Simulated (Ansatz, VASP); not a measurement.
# NaI in VASP and in Ansatz

```
Na I
1.0
     4.11569    0.00000    0.00000
     0.00000    4.04054    0.00000
     0.00000    0.00000    4.04054
Na I
1 1
Direct
  0.00000 0.00000 0.00000
  0.50000 0.50000 0.50000
```

Change from the starting cell: uniaxial_x strain +1.9%.

Alike in both runs: task single point; functional HSE06; k mesh 4 × 4 × 4; no spin polarisation.

```csv
,VASP,Ansatz
version,VASP 6.6.1,Ansatz 0.2.0
potentials or method,"VASP PAW PBE potentials, release 64 (Na_pv, I)","plane waves, PAW"
plane-wave cutoff (eV),520,420
occupations,"gaussian, width 0.01 eV",fixed
valence electrons in the cell,14,26
```

Ansatz gave:

| Item | Value |
| --- | --- |
| gap on the k mesh at the Fermi level (eV) | 3.17 |
| pressure (GPa) | -0.1 |
| traceless stress, the component that is largest in VASP (GPa) | -0.60 |

**Question.** Estimate VASP's values.

**Answer.** gap on the k mesh at the Fermi level (eV): 3.15; pressure (GPa): -0.1; traceless stress, the component that is largest in VASP (GPa): -0.60.

VASP's potentials hold 14 valence electrons a cell and Ansatz's 26, so a difference there can come from the potentials and not from the codes. Ansatz's warnings: stress exchange threshold loose, stress scf threshold loose.

Neither program's run includes spin-orbit coupling.
